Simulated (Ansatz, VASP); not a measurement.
## Two plane-wave programs on GaSb3

Contents of INCAR:

```
SYSTEM = GaSb3
PREC = Accurate
ENCUT = 600
EDIFF = 1E-7
ISMEAR = 0
SIGMA = 0.1
LREAL = .FALSE.
LASPH = .TRUE.
NELM = 80
ALGO = Normal
ISIF = 3
LWAVE = .FALSE.
LCHARG = .FALSE.
GGA = PE
IBRION = 2
NSW = 100
EDIFFG = -0.01
```

The input KPOINTS:

```
Automatic mesh
0
G
  12 10 4
  0 0 0
```

Contents of POSCAR:

```
GaSb3
1.0
    3.0044393281      0.0000000000      0.0000000000
    0.0000000000      3.3640752700      0.0000000000
    0.0000000000      0.0000000000     10.7387618146
Ga Sb
1 3
Direct
    0.0000000000      0.0000000000      0.0000000000
    0.0000000000      0.5000000000      0.2315210036
    0.0000000000      0.0000000000      0.5000000000
    0.0000000000      0.5000000000      0.7684789964
```

Input for Ansatz:

```yaml
crystal:
  lattice:
    - [3.0044393281, 0.0, 0.0]
    - [0.0, 3.36407527, 0.0]
    - [0.0, 0.0, 10.7387618146]
  atoms:
    - { symbol: Ga, position: [0.0, 0.0, 0.0] }
    - { symbol: Sb, position: [0.0, 0.5, 0.2315210036] }
    - { symbol: Sb, position: [0.0, 0.0, 0.5] }
    - { symbol: Sb, position: [0.0, 0.5, 0.7684789964] }
basis:
  ecutwfc: 420
kpoints:
  mp_grid: { grid: [12, 10, 4] }
hamiltonian:
  xc: pbe
scf:
  occupations: { method: gaussian, width: 0.1 }
output:
  forces: true
  stress: true
  eigenvalues: true
  write_density: true
  write_potential: true
  elf: true
  volumetric_format: npy
relax:
  adjacent_minimum: "off"
  f_tol: 0.01
  max_steps: 80
  cell: { stress_tol: 0.05 }
```

Change from the starting cell: species swapped into the Sn3Pb type (Pmmm, No. 47).

Alike in both runs: task relaxation of cell and atoms; functional PBE; k mesh 12 × 10 × 4; occupations gaussian, width 0.1 eV; no spin polarisation.

|  | VASP | Ansatz |
| --- | --- | --- |
| version | VASP 6.6.1 | Ansatz 0.2.0 |
| potentials or method | VASP PAW PBE potentials, release 64 (Ga_d, Sb), cutoff 600 eV | scalar-relativistic, plane waves, PAW |
| valence electrons in the cell | 28 | 58 |

Ansatz gave:

```
gap on the k mesh at the Fermi level, each at its own relaxed structure (eV) : none
relaxed volume (Å³/atom)                                                     : 27.15
relaxed cell length with the largest relative difference (Å)                 : 3.195
```

Problem. What did VASP give for the same quantities?

Solution. gap on the k mesh at the Fermi level, each at its own relaxed structure (eV): none; relaxed volume (Å³/atom): 27.13; relaxed cell length with the largest relative difference (Å): 3.193.

A gap of «none» marks a metal or a gap that the smearing closes. VASP's potentials hold 28 valence electrons a cell and Ansatz's 58, so a difference there can come from the potentials and not from the codes.

Neither program's run includes spin-orbit coupling.
